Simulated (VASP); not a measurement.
# Tc (Fm-3m) in VASP: notebook, part 2 of 2

VASP 6.6.1. The steps go on from the part before.

## 3. Electric field gradients, PBEsol

This run uses another cell than the first one, of 14.83 Å³/atom.

Input file INCAR:

```
ALGO = Normal
EDIFF = 1E-8
ENCUT = 520
GGA = PS
ISIF = 2
ISMEAR = -1
LASPH = T
LCHARG = F
LEFG = T
LREAL = F
LWAVE = F
NBANDS = 12
NELM = 100
PREC = Accurate
SIGMA = 0.03
```

Input file KPOINTS:

```
k-points
0
Gamma
  18 18 18
```

Input file POSCAR:

```
Tc
1.0
    0.0000000000      1.9500000000      1.9500000000
    1.9500000000      0.0000000000      1.9500000000
    1.9500000000      1.9500000000      0.0000000000
Tc
1
Direct
    0.0000000000      0.0000000000      0.0000000000
```

Potentials or basis: VASP PAW PBE potentials, release 64 (Tc_pv).

Command:

```console
> cat potpaw_PBE.64/Tc_pv/POTCAR > POTCAR
> mpirun -np 1 vasp_std > vasp.out
```

OUTCAR:

```text
EDIFF = 1E-8
   ENCUT = 520
   GGA = PS
   ISIF = 2
   ISMEAR = -1
   LASPH = T
   LREAL = F
   NELM = 100
   PREC = Accurate

 ion  position               nearest neighbor table
   1  0.000  0.000  0.000-

  LATTYP: Found a face centered cubic cell.
 ALAT       =     3.9000000000

  Lattice vectors:

 A1 = (   0.0000000000,   1.9500000000,   1.9500000000)
 A2 = (   1.9500000000,   0.0000000000,   1.9500000000)
 A3 = (   1.9500000000,   1.9500000000,   0.0000000000)

Analysis of symmetry for initial positions (statically):
=====================================================================
 Subroutine PRICEL returns:
 Original cell was already a primitive cell.

 Routine SETGRP: Setting up the symmetry group for a
 face centered cubic supercell.

 Subroutine GETGRP returns: Found 48 space group operations
 (whereof 48 operations were pure point group operations)
 out of a pool of 48 trial point group operations.

The static configuration has the point symmetry O_h .

Analysis of symmetry for dynamics (positions and initial velocities):
=====================================================================
 Subroutine PRICEL returns:
 Original cell was already a primitive cell.

 Routine SETGRP: Setting up the symmetry group for a
 face centered cubic supercell.

 Subroutine GETGRP returns: Found 48 space group operations
 (whereof 48 operations were pure point group operations)
 out of a pool of 48 trial point group operations.

The dynamic configuration has the point symmetry O_h .

 Subroutine INISYM returns: Found 48 space group operations
 (whereof 48 operations are pure point group operations),
 and found     1 'primitive' translations

----------------------------------------------------------------------------------------

                                     Primitive cell

  volume of cell :      14.8297

  direct lattice vectors                    reciprocal lattice vectors
     0.000000000  1.950000000  1.950000000    -0.256410256  0.256410256  0.256410256
     1.950000000  0.000000000  1.950000000     0.256410256 -0.256410256  0.256410256
     1.950000000  1.950000000  0.000000000     0.256410256  0.256410256 -0.256410256

  length of vectors
     2.757716447  2.757716447  2.757716447     0.444115592  0.444115592  0.444115592

  position of ions in fractional coordinates (direct lattice)
     0.000000000  0.000000000  0.000000000

  ion indices of the primitive-cell ions
   primitive index   ion index
                 1           1

----------------------------------------------------------------------------------------

 KPOINTS: k-points

Automatic generation of k-mesh.
 Grid dimensions read from file:
 generate k-points for:   18   18   18

 Generating k-lattice:

  Cartesian coordinates                     Fractional coordinates (reciprocal lattice)
    -0.014245014  0.014245014  0.014245014     0.055555556  0.000000000  0.000000000
     0.014245014 -0.014245014  0.014245014     0.000000000  0.055555556  0.000000000
[... 71 lines left out ...]
   EMIN   =  10.00;   EMAX   =-10.00  energy-range for DOS
   EFERMI =   0.00;   METHOD = LEGACY
   ISMEAR =    -1;   SIGMA  =   0.03  broadening in eV -4-tet -1-fermi 0-gaus
   EFERMI_NEDOS =   21; number of points for ismear=-14 and -15
   IALGO  =     38    algorithm
   IMIX   =      4    mixing-type and parameters
     AMIX     =   0.40;   BMIX     =  1.00
     AMIX_MAG =   1.60;   BMIX_MAG =  1.00
  volume/ion in A,a.u.               =      14.83       100.08
  Fermi-wavevector in a.u.,A,eV,Ry     =   1.566792  2.960808 33.400086  2.454837
  Thomas-Fermi vector in A             =   2.669068
   LORBIT       =      0    0 simple, 1 ext, 2 COOP (PROOUT), +10 PAW based schemes
   GGA     = PS    functional components
   LHFCALC =     F    Hartree Fock is set to
   AEXX    =    0.0000 exact exchange contribution
   IVDW    =     0    specifies the selected vdW correction
   LEPSILON=     F    determine dielectric tensor
   LRPA    =     F    only Hartree local field effects (RPA)
 non-spin polarized calculation
  energy-cutoff  :      520.00
  volume of cell :       14.83
 maximum number of plane-waves:       411
 NGX is ok and might be reduce to    24
   NGX = 11   NGY = 11   NGZ = 11

 number of electron      13.0000001 magnetization

 Free energy of the ion-electron system (eV)
  ---------------------------------------------------
  ext. energy  EPLUGINS =         0.00000000
  ---------------------------------------------------
  free energy    TOTEN  =       -11.15370141 eV

  energy without entropy =      -11.15063832  energy(sigma->0) =      -11.15216987

 E-fermi :  12.0784     XC(G=0): -13.7365

 val. band max:       12.0674889181   @ k =   0.1667   0.1111   0.0000
 cond. band min:      12.1086527072   @ k =   0.3889   0.2222   0.0000
 fundamental gap:      0.0411637891
 Fermi energy:        12.0784077324

 k-point     1 :       0.0000    0.0000    0.0000
  band No.  band energies     occupation
      1     -26.2446      2.00000
      2     -26.2446      2.00000
      3     -26.2446      2.00000
      4       4.6855      2.00000
      5      10.3782      2.00000
      6      10.3782      2.00000
      7      10.3782      2.00000
      8      12.8785      0.00000
      9      12.8785      0.00000
     10      26.1081      0.00000
     11      31.5110      0.00000
     12      31.5110      0.00000
[... 331 lines left out ...]
 k-point    24 :      -0.2222    0.0556    0.0000
  band No.  band energies     occupation
      1     -26.8037      2.00000
      2     -26.3550      2.00000
      3     -26.3045      2.00000
      4       6.5858      2.00000
      5       9.7702      2.00000
      6      10.7758      2.00000
      7      10.8653      2.00000
      8      12.5813      0.00000
      9      13.4160      0.00000
     10      26.7303      0.00000
     11      28.9236      0.00000
     12      33.9836      0.00000

 [... further k-points ...]

------------------------ aborting loop because EDIFF is reached ----------------------------------------

  FORCE on cell =-STRESS in cart. coord.  units (eV):
  Direction    XX          YY          ZZ          XY          YZ          ZX
  --------------------------------------------------------------------------------------
  -------------------------------------------------------------------------------------
  Total       -1.4586051     -1.4586051     -1.4586051     -0.0000000      0.0000000      0.0000000
  in kB     -157.5848583   -157.5848583   -157.5848583     -0.0000000      0.0000000      0.0000000
  external PRESSURE =    -157.5848583 kB  Pullay stress =       0.0000000 kB

 VOLUME and BASIS-vectors are now :
 -----------------------------------------------------------------------------
  energy-cutoff  :      520.00
  volume of cell :       14.83
      direct lattice vectors                 reciprocal lattice vectors
     0.000000000  1.950000000  1.950000000    -0.256410256  0.256410256  0.256410256
     1.950000000  0.000000000  1.950000000     0.256410256 -0.256410256  0.256410256
     1.950000000  1.950000000  0.000000000     0.256410256  0.256410256 -0.256410256

 POSITION                                       TOTAL-FORCE (eV/Angst)
 -----------------------------------------------------------------------------------
      0.00000      0.00000      0.00000         0.000000      0.000000      0.000000
 -----------------------------------------------------------------------------------
    total drift:                               -0.000000      0.000000      0.000000

  FREE ENERGIE OF THE ION-ELECTRON SYSTEM (eV)
  ---------------------------------------------------
  free  energy   TOTEN  =       -11.1537014121 eV

  energy  without entropy=      -11.1506383209  energy(sigma->0) =      -11.15216987

 Electric field gradients (V/A^2)
---------------------------------------------------------------------
 ion       V_xx      V_yy      V_zz      V_xy      V_xz      V_yz
---------------------------------------------------------------------
   1      -0.000    -0.000    -0.000     0.000     0.000     0.000
---------------------------------------------------------------------

 Electric field gradients after diagonalization (V/A^2)
 (convention: |V_zz| > |V_xx| > |V_yy|)
----------------------------------------------------------------------
 ion       V_xx      V_yy      V_zz     asymmetry (V_yy - V_xx)/ V_zz
----------------------------------------------------------------------
   1      -0.000    -0.000     0.000       0.000
----------------------------------------------------------------------

           NMR quadrupolar parameters

 Cq : quadrupolar parameter    Cq=e*Q*V_zz/h
 eta: asymmetry parameters     (V_yy - V_xx)/ V_zz
 Q  : nuclear electric quadrupole moment in mb (millibarn)
----------------------------------------------------------------------
 ion       Cq(MHz)       eta       Q (mb)
----------------------------------------------------------------------
   1       0.000       0.000       1.000
----------------------------------------------------------------------
```

Wall time 26 s (1 thread of Intel Xeon 8259CL, shared host); peak memory 0.16 GiB.

Results:

```
Free energy                             : -11.1537 eV
Pressure                                : -15.8 GPa
Band gap on the k mesh                  : zero (an odd number of electrons rules out a gap without spin polarisation)
Largest electric field gradient by atom : under 0.05 V/Å² on every atom
```

Caveat: the cell stands under tension; the PAW data sets were made with another functional, which shifts forces and pressure a little.

The gap in the log of VASP goes by the Fermi energy; the results here count the filled bands.